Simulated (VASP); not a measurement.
## MgO: single point with PBEsol

The system is MgO.

```
Mg O
1.0
     3.30347    0.00000    0.00000
    -1.65173    2.86089    0.00000
     0.00000    0.00000    5.01939
Mg O
2 2
Direct
  0.31322 0.69183 0.00366
  0.68678 0.30817 0.50366
  0.35199 0.64332 0.40094
  0.64801 0.35668 0.90094
```

This cell differs from its parent crystal: mode 4 frozen in at -0.108 Å and mode 5 at +0.072 Å (largest displacements).

* Program: VASP 6.6.1
* Task: single point
* Functional: PBEsol
* Potentials or basis: VASP PAW PBE potentials, release 64 (Mg, O)
* Cutoff: 520 eV
* k mesh: 9 × 9 × 6
* Occupations: gaussian, width 0.05 eV
* Spin: no spin polarisation

```json
{"Pressure": "-0.6 GPa", "Largest force": "0.382 eV/Å", "Band gap on the k mesh": "3.24 eV, direct"}
```

Forces on the atoms (eV/Å):
```
Mg   0.302 -0.214  0.092
Mg  -0.302  0.214  0.092
O   -0.245  0.156 -0.092
O    0.245 -0.156 -0.092
```

Stress tensor (GPa, compression positive):
```
-1.06  0.51  0.00
 0.51 -0.60  0.00
 0.00  0.00 -0.12
```

Levels at points of the mesh, in eV from the valence-band top:
```
           k point  band 5  band 6  band 7  band 8  band 9  band 10  band 11  band 12
(0.00, 0.00, 0.00)   -0.72   -0.58   -0.37    0.00    3.24     8.26    10.03    13.67
(0.00, 0.00, 0.50)   -0.65   -0.65   -0.61   -0.61    5.75     5.75    12.89    12.89
```

Run time: 3.3 min on 1 thread of Intel Xeon 8259CL, on a shared host, peak memory 0.26 GiB.

Caveat: the cell differs from its parent crystal (mode 4 frozen in at -0.108 Å and mode 5 at +0.072 Å (largest displacements)); the PAW data sets were made with another functional, which shifts forces and pressure a little. A k mesh can miss the band edges.
